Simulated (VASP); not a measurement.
# LiH (F-43m) in VASP: G0W0 quasiparticle levels with PBE

Aim: the G0W0 quasiparticle levels of LiH with PBE.

Program: VASP 6.6.1. These are calculated values, not measurements. Logs are shortened: lines on timing, memory, paths and dates and some standing lists are left out, and cuts for length are marked.

### Step 1. The cell of the first run

The structure is cubic, space group F-43m (No. 216). The conventional cell has a = 4.290 Å, b = 4.290 Å, c = 4.290 Å, α = 90.00°, β = 90.00°, γ = 90.00°. Within 2.5 Å of Li (site symmetry -43m) lie 4 H at 1.86 Å. H (site symmetry -43m) has 4 Li at 1.86 Å within 2.5 Å.

### Step 2. G0W0 quasiparticle levels, PBE

POSCAR reads:

```
LiH
1.0
    0.0000000000      2.1451220101      2.1451220101
    2.1451220101      0.0000000000      2.1451220101
    2.1451220101      2.1451220101      0.0000000000
Li H
1 1
Direct
    0.0000000000      0.0000000000      0.0000000000
    0.2500000000      0.2500000000      0.2500000000
```

INCAR.step1 reads:

```
PREC = Accurate ; ENCUT = 500
EDIFF = 1E-8 ; ISMEAR = 0
SIGMA = 0.01 ; LREAL = False
LASPH = True ; NELM = 60
ALGO = Normal ; LWAVE = True
LCHARG = False ; GGA = PE
```

INCAR.step2 reads:

```
PREC = Accurate ; ENCUT = 500
EDIFF = 1E-8 ; ISMEAR = 0
SIGMA = 0.01 ; LREAL = False
LASPH = True ; NELM = 1
ALGO = Exact ; LWAVE = True
LCHARG = False ; GGA = PE
NBANDS = 137 ; LOPTICS = True
ISTART = 1
```

INCAR.step3 reads:

```
PREC = Accurate ; ENCUT = 500
EDIFF = 1E-8 ; ISMEAR = 0
SIGMA = 0.01 ; LREAL = False
LASPH = True ; ALGO = EVGW0
LWAVE = False ; LCHARG = False
GGA = PE ; NELMGW = 1
NBANDS = 137 ; ENCUTGW = 200
NOMEGA = 96 ; PRECFOCK = Fast
ISTART = 1 ; NBANDSGW = 9
OMEGAMAX = 20
```

KPOINTS reads:

```
Automatic mesh
0
Gamma
  6 6 6
```

Potentials or basis: VASP PAW PBE potentials, release 64 (Li_GW, H_GW).

On the command line:

```
> cat potpaw_PBE.64/Li_GW/POTCAR potpaw_PBE.64/H_GW/POTCAR > POTCAR
> cp INCAR.step1 INCAR
> mpirun -np 1 vasp_std > vasp.out
> cp INCAR.step2 INCAR
> mpirun -np 1 vasp_std > vasp.out
> cp INCAR.step3 INCAR
> mpirun -np 1 vasp_std > vasp.out
```

OUTCAR:

```text
PREC = Accurate
   ENCUT = 500
   EDIFF = 1E-8
   ISMEAR = 0
   LREAL = False
   LASPH = True
   GGA = PE
   NELMGW = 1
   ENCUTGW = 200
   PRECFOCK = Fast
   ISTART = 1

 ion  position               nearest neighbor table
   1  0.000  0.000  0.000-   2 1.86   2 1.86   2 1.86   2 1.86
   2  0.250  0.250  0.250-   1 1.86   1 1.86   1 1.86   1 1.86

  LATTYP: Found a face centered cubic cell.
 ALAT       =     4.2902440202

  Lattice vectors:

 A1 = (   0.0000000000,   2.1451220101,   2.1451220101)
 A2 = (   2.1451220101,   0.0000000000,   2.1451220101)
 A3 = (   2.1451220101,   2.1451220101,   0.0000000000)

Analysis of symmetry for initial positions (statically):
=====================================================================
 Subroutine PRICEL returns:
 Original cell was already a primitive cell.

 Routine SETGRP: Setting up the symmetry group for a
 face centered cubic supercell.

 Subroutine GETGRP returns: Found 24 space group operations
 (whereof 24 operations were pure point group operations)
 out of a pool of 48 trial point group operations.

The static configuration has the point symmetry T_d .

Analysis of symmetry for dynamics (positions and initial velocities):
=====================================================================
 Subroutine PRICEL returns:
 Original cell was already a primitive cell.

 Routine SETGRP: Setting up the symmetry group for a
 face centered cubic supercell.

 Subroutine GETGRP returns: Found 24 space group operations
 (whereof 24 operations were pure point group operations)
 out of a pool of 48 trial point group operations.

The dynamic configuration has the point symmetry T_d .

 Subroutine INISYM returns: Found 24 space group operations
 (whereof 24 operations are pure point group operations),
 and found     1 'primitive' translations

----------------------------------------------------------------------------------------

                                     Primitive cell

  volume of cell :      19.7418

  direct lattice vectors                    reciprocal lattice vectors
     0.000000000  2.145122010  2.145122010    -0.233086975  0.233086975  0.233086975
     2.145122010  0.000000000  2.145122010     0.233086975 -0.233086975  0.233086975
     2.145122010  2.145122010  0.000000000     0.233086975  0.233086975 -0.233086975

  length of vectors
     3.033660640  3.033660640  3.033660640     0.403718483  0.403718483  0.403718483

  position of ions in fractional coordinates (direct lattice)
     0.000000000  0.000000000  0.000000000
     0.250000000  0.250000000  0.250000000

  ion indices of the primitive-cell ions
   primitive index   ion index
                 1           1
                 2           2

----------------------------------------------------------------------------------------

 KPOINTS: Automatic mesh

Automatic generation of k-mesh.
 Grid dimensions read from file:
 generate k-points for:    6    6    6

 Generating k-lattice:

  Cartesian coordinates                     Fractional coordinates (reciprocal lattice)
    -0.038847829  0.038847829  0.038847829     0.166666667  0.000000000  0.000000000
     0.038847829 -0.038847829  0.038847829     0.000000000  0.166666667  0.000000000
     0.038847829  0.038847829 -0.038847829     0.000000000  0.000000000  0.166666667

  Length of vectors
     0.067286414  0.067286414  0.067286414

  Shift w.r.t. Gamma in fractional coordinates (k-lattice)
     0.000000000  0.000000000  0.000000000

 Subroutine IBZKPT returns following result:
 ===========================================

 Found     16 irreducible k-points:

 Following reciprocal coordinates:
            Coordinates               Weight
  0.000000  0.000000  0.000000      1.000000
  0.166667  0.000000  0.000000      8.000000
  0.333333  0.000000  0.000000      8.000000
  0.500000  0.000000  0.000000      4.000000
  0.166667  0.166667  0.000000      6.000000
  0.333333  0.166667  0.000000     24.000000
[... 8 lines left out ...]
 -0.333333  0.333333  0.166667     24.000000
 -0.333333  0.500000  0.166667     12.000000
   k-points           NKPTS =     16   k-points in BZ     NKDIM =    216   number of bands    NBANDS=    137
   number of dos      NEDOS =    301   number of ions     NIONS =      2
   total plane-waves  NPLWV =  13824
   dimension x,y,z NGX =    24 NGY =   24 NGZ =   24
   dimension x,y,z NGXF=    48 NGYF=   48 NGZF=   48
   ions per type =               1   1
   NGX,Y,Z   is equivalent  to a cutoff of  13.15, 13.15, 13.15 a.u.
   NGXF,Y,Z  is equivalent  to a cutoff of  26.30, 26.30, 26.30 a.u.
 SYSTEM =  unknown system
   PREC   = accura    normal or accurate (medium, high low for compatibility)
   ISTART =      1    job   : 0-new  1-cont  2-samecut
   ICHARG =      0    charge: 1-file 2-atom 10-const
   ISPIN  =      1    spin polarized calculation?
   LNONCOLLINEAR =      F non collinear calculations
   LSORBIT =      F    spin-orbit coupling
   LASPH  =      T    aspherical Exc in radial PAW
   ENCUT  =  500.0 eV  36.75 Ry    6.06 a.u.   5.53  5.53  5.53*2*pi/ulx,y,z
   NELM   =     60;   NELMIN=  2; NELMDL=  0     # of ELM steps
   EDIFF  = 0.1E-07   stopping-criterion for ELM
   LREAL  =      F    real-space projection
   EDIFFG = 0.1E-06   stopping-criterion for IOM
   NSW    =      0    number of steps for IOM
   IBRION =     -1    ionic relax: 0-MD 1-quasi-New 2-CG
   NFREE  =      0    steps in history (QN), initial steepest desc. (CG)
   ISIF   =      0    stress and relaxation
   ISYM   =      3    0-nonsym 1-usesym 2-fastsym
   POTIM  = 0.5000    time-step for ionic-motion
   TEBEG  =    0.0;   TEEND  =   0.0 temperature during run
   PSTRESS=    0.0 pullay stress
   NELECT =       2.0000    total number of electrons
   NUPDOWN=      -1.0000    fix difference up-down
   EMIN   =  10.00;   EMAX   =-10.00  energy-range for DOS
   EFERMI =   0.00;   METHOD = LEGACY
   ISMEAR =     0;   SIGMA  =   0.01  broadening in eV -4-tet -1-fermi 0-gaus
   EFERMI_NEDOS =   21; number of points for ismear=-14 and -15
   IALGO  =     38    algorithm
   IMIX   =      4    mixing-type and parameters
     AMIX     =   0.40;   BMIX     =  1.00
     AMIX_MAG =   1.60;   BMIX_MAG =  1.00
  volume/ion in A,a.u.               =       9.87        66.61
  Fermi-wavevector in a.u.,A,eV,Ry     =   0.763173  1.442187  7.924476  0.582433
  Thomas-Fermi vector in A             =   1.862796
   LORBIT       =      0    0 simple, 1 ext, 2 COOP (PROOUT), +10 PAW based schemes
   GGA     = PE    functional components
   LHFCALC =     T    Hartree Fock is set to
   PRECFOCK=fast      Normal, Fast or Accurate (Low or Medium for compatibility)
   ENCUT4O =  -1.0   cutoff for four orbital integrals eV
   NKREDX  =     1    reduce k-point grid by
   NKREDY  =     1    reduce k-point grid by
   NKREDZ  =     1    reduce k-point grid by
   AEXX    =    1.0000 exact exchange contribution
   HFSCREEN=    0.0000 screening length (either q_TF or 0.3 A-1)
   HFSCREENC=   0.0000 screening length for correlation (either q_TF or 0.3 A-1)
   ENCUTFOCK=  -1.0 apply spherical cutoff to Coloumb kernel
   IVDW    =     0    specifies the selected vdW correction
   LEPSILON=     F    determine dielectric tensor
   LRPA    =     F    only Hartree local field effects (RPA)
   LRPAFORCE           =     F    calculate RPA forces
   ENCUTGW             = 200.0    cutoff for response function in eV
   ENCUTGWSOFT         = 160.0    soft cutoff for Coulomb kernel in GW response function in eV
   ENCUTLF             =  -1.0    cutoff for local field effects
   NELMGW              =     1    number of iterations in solving QP/BSE equation
   NELMHF              =     1    number of iterations in the inner HF iteration
   NKREDLFX            =     1    NKREDLFY  =   1   NKREDLFZ  =   1
 non-spin polarized calculation
 Gauss-broadening in eV      SIGMA  =   0.01
  energy-cutoff  :      500.00
  volume of cell :       19.74
 maximum number of plane-waves:       531
 NGX is ok and might be reduce to    24
  NGX = 14; NGY = 14; NGZ = 14
   NGX = 11   NGY = 11   NGZ = 11
 maximum number of plane-waves:       138

 QP shifts <psi_nk| G(iteration)W_0 |psi_nk>: iteration 1
 for sc-GW calculations column KS-energies equals QP-energies in previous step
 and V_xc(KS)=  KS-energies - (<T + V_ion + V_H > + <T+V_H+V_ion>^1  + <V_x>^1)

 k-point   1 :       0.0000    0.0000    0.0000
  band No.  KS-energies  QP-energies   sigma(KS)   V_xc(KS)     V^pw_x(r,r')   Z            occupation Imag(sigma)

      1      -7.6158      -9.3253     -11.4603      -8.9139     -14.4432       0.6713       2.0000       0.1589
      2       9.2080       9.7150      -9.2916      -9.9986      -4.0590       0.7170       0.0000      -0.6485
      3      13.3667      14.4187      -5.7849      -7.2149      -0.9667       0.7357       0.0000      -0.5404
      4      13.3667      14.4187      -5.7849      -7.2149      -0.9667       0.7357       0.0000      -0.5404
      5      13.3667      14.4187      -5.7849      -7.2149      -0.9667       0.7357       0.0000      -0.5404
      6      15.9435      16.8143      -6.6981      -7.7852      -1.8184       0.8010       0.0000      -1.3874
      7      15.9435      16.8143      -6.6981      -7.7852      -1.8184       0.8010       0.0000      -1.3874
      8      15.9435      16.8143      -6.6981      -7.7852      -1.8184       0.8010       0.0000      -1.3874
      9      22.8909      23.6547      -5.1782      -5.9476      -0.5671       0.9927       0.0000      -1.7492

 k-point   2 :       0.1667    0.0000    0.0000
  band No.  KS-energies  QP-energies   sigma(KS)   V_xc(KS)     V^pw_x(r,r')   Z            occupation Imag(sigma)

      1      -7.1790      -8.9007     -11.5246      -9.0146     -14.2865       0.6859       2.0000       0.1356
      2       6.6770       7.2917      -7.8732      -8.7334      -3.4334       0.7146       0.0000      -0.2356
      3      11.8171      12.6741      -7.0283      -8.1436      -2.0537       0.7684       0.0000      -0.7401
      4      12.2675      13.3164      -5.9777      -7.3494      -1.2910       0.7647       0.0000      -0.5541
      5      12.2675      13.3164      -5.9777      -7.3494      -1.2910       0.7647       0.0000      -0.5541
      6      17.4287      18.5302      -6.4885      -7.7433      -1.5363       0.8778       0.0000      -1.4539
      7      17.4287      18.5302      -6.4885      -7.7433      -1.5363       0.8778       0.0000      -1.4539
      8      19.6853      20.4788      -5.4341      -6.3641      -0.7077       0.8531       0.0000      -1.4031
      9      20.8291      21.7195      -5.6011      -6.6479      -0.9012       0.8506       0.0000      -1.8193

 k-point   3 :       0.3333    0.0000    0.0000
  band No.  KS-energies  QP-energies   sigma(KS)   V_xc(KS)     V^pw_x(r,r')   Z            occupation Imag(sigma)

      1      -5.9736      -7.6802     -11.7887      -9.4155     -14.0008       0.7191       2.0000       0.0917
      2       2.4295       3.1003      -6.8075      -7.6680      -3.3329       0.7795       0.0000      -0.0732
      3      11.3750      12.4738      -6.0009      -7.4475      -1.4517       0.7596       0.0000      -0.4600
      4      11.3750      12.4738      -6.0009      -7.4475      -1.4517       0.7596       0.0000      -0.4600
      5      12.0786      12.7333      -7.6339      -8.4987      -2.4761       0.7570       0.0000      -0.8692
      6      16.0630      16.7592      -6.2985      -7.1185      -1.3339       0.8489       0.0000      -1.3535
      7      16.0630      16.7592      -6.2985      -7.1185      -1.3339       0.8489       0.0000      -1.3535
      8      18.5216      19.3233      -5.5827      -6.5153      -0.8267       0.8597       0.0000      -1.3540
      9      23.8136      25.2846      -5.6017      -7.1740      -0.9790       0.9356       0.0000      -2.0766
[... 147 lines left out ...]
      1      -4.1980      -5.8635     -12.8010     -10.5684     -14.4436       0.7460       2.0000       0.0528
      2       1.2530       1.9398      -5.8116      -6.6757      -2.5152       0.7949       0.0000      -0.0617
      3       5.1738       5.8904      -6.0127      -6.9598      -2.1255       0.7567       0.0000      -0.1135
      4       7.7623       8.5828      -6.2094      -7.2839      -2.0114       0.7636       0.0000      -0.2365
      5      13.2925      14.1108      -6.7203      -7.8066      -1.6803       0.7533       0.0000      -0.7923
      6      16.1564      16.9817      -6.4302      -7.4737      -1.4032       0.7908       0.0000      -1.1991
      7      19.2919      20.4748      -6.0064      -7.3879      -1.1635       0.8562       0.0000      -1.5762
      8      21.9935      23.1253      -5.7343      -7.0489      -0.8485       0.8610       0.0000      -1.8174
      9      26.0650      27.9061      -5.9459      -7.8461      -1.2769       0.9689       0.0000      -2.2389

 k-point  16 :      -0.3333    0.5000    0.1667
  band No.  KS-energies  QP-energies   sigma(KS)   V_xc(KS)     V^pw_x(r,r')   Z            occupation Imag(sigma)

      1      -3.9861      -5.6350     -12.8961     -10.6944     -14.4769       0.7490       2.0000       0.0515
      2       2.9651       3.6847      -5.6933      -6.6177      -1.9970       0.7784       0.0000      -0.0837
      3       3.0393       3.7708      -5.9465      -6.8701      -2.5324       0.7920       0.0000      -0.0710
      4       7.0285       7.8460      -6.1991      -7.2682      -2.1159       0.7646       0.0000      -0.1887
      5      11.9969      12.7918      -6.7841      -7.8243      -1.9040       0.7642       0.0000      -0.7488
      6      15.6337      16.4138      -5.9260      -6.9018      -0.9124       0.7994       0.0000      -1.0731
      7      19.9900      21.2793      -6.4630      -7.9148      -1.5020       0.8881       0.0000      -1.7314
      8      24.1873      25.5775      -5.5151      -6.9997      -0.7733       0.9364       0.0000      -2.0682
      9      29.3783      31.2423      -5.7714      -7.8343      -1.0641       0.9036       0.0000      -2.3436
```

Run time: 2.5 min. Hardware: 1 thread of Intel Xeon Platinum 8559C (Emerald Rapids), shared host; peak memory 0.51 GiB.

What came out:

```yaml
Quasiparticle_gap: 6.53 eV
Least_direct_quasiparticle_gap: 7.53 eV
Band_gap_of_the_starting_levels_on_the_mesh: 4.29 eV
Least_direct_gap_of_the_starting_levels_on_the_mesh: 5.26 eV
```

Caveat: the k points lie up to 0.42 Å⁻¹ apart; bands, screening cutoff and mesh are small and nothing is extrapolated, so the quasiparticle values aren't converged; the structure was generated, so it needn't be the stable form of LiH.
